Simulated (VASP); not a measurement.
Set up this calculation in VASP 6.6.1, as the native input.

```yaml
Task: single point
Functional: PBEsol
Potentials_or_basis: VASP PAW PBE potentials, release 64 (Cs_sv, Sn_d, I)
Cutoff: 520 eV
k_mesh: 6 × 6 × 6
Occupations: gaussian, width 0.01 eV
Spin: no spin polarisation
Dipole_correction: no
Further_INCAR_settings: ALGO = Normal; EDIFF = 1e-07; NBANDS = 30
```

The structure of CsSnI3 lies in POSCAR:

```
CsSnI3
1.0
    6.5021156666      0.0000000000      0.0000000000
    0.0000000000      6.5021156666      0.0000000000
    0.0000000000      0.0000000000      6.0654286244
Cs Sn I
1 1 3
Direct
    0.0000000000      0.0000000000      0.0000000000
    0.5000000000      0.5000000000      0.5000000000
    0.0000000000      0.5000000000      0.5000000000
    0.5000000000      0.0000000000      0.5000000000
    0.5000000000      0.5000000000      0.0000000000
```

This cell differs from its parent crystal: biaxial strain in the a-b plane: +6.0 %, then relaxed in part.

One way to write it, as run:

INCAR

```
ALGO     = Normal         # electronic algorithm
EDIFF    = 1E-7           # SCF threshold, eV
ENCUT    = 520            # plane-wave cutoff, eV
GGA      = PS             # functional
ISIF     = 2              # what is computed and relaxed
ISMEAR   = 0              # smearing method
LASPH    = True           # aspherical terms in the spheres
LCHARG   = False          # write CHGCAR
LREAL    = False          # projectors in reciprocal space
LWAVE    = False          # write WAVECAR
NBANDS   = 30             # bands
NELM     = 60             # most SCF steps
PREC     = Accurate       # precision mode
SIGMA    = 0.01           # smearing width, eV
```

KPOINTS

```
k-points
0
Gamma
  6 6 6
```

Potentials or basis: VASP PAW PBE potentials, release 64 (Cs_sv, Sn_d, I).

Run with:

```sh
$ cat potpaw_PBE.64/Cs_sv/POTCAR potpaw_PBE.64/Sn_d/POTCAR potpaw_PBE.64/I/POTCAR > POTCAR
$ mpirun -np 1 vasp_std > vasp.out
```

It gave:

```json
{
 "Pressure": "-1.3 GPa",
 "Band gap on the k mesh": "0.35 eV"
}
```

Caveat: the cell differs from its parent crystal (biaxial strain in the a-b plane: +6.0 %, then relaxed in part); the PAW data sets were made with another functional, which shifts forces and pressure a little; spin-orbit coupling is left out, which moves the levels of the heavy elements.

Wall time 3.7 min on 1 thread of Intel(R) Xeon(R) Platinum 8259CL CPU @ 2.50GHz (Skylake/Cascade Lake), with other jobs on the host, peak memory 0.53 GiB.
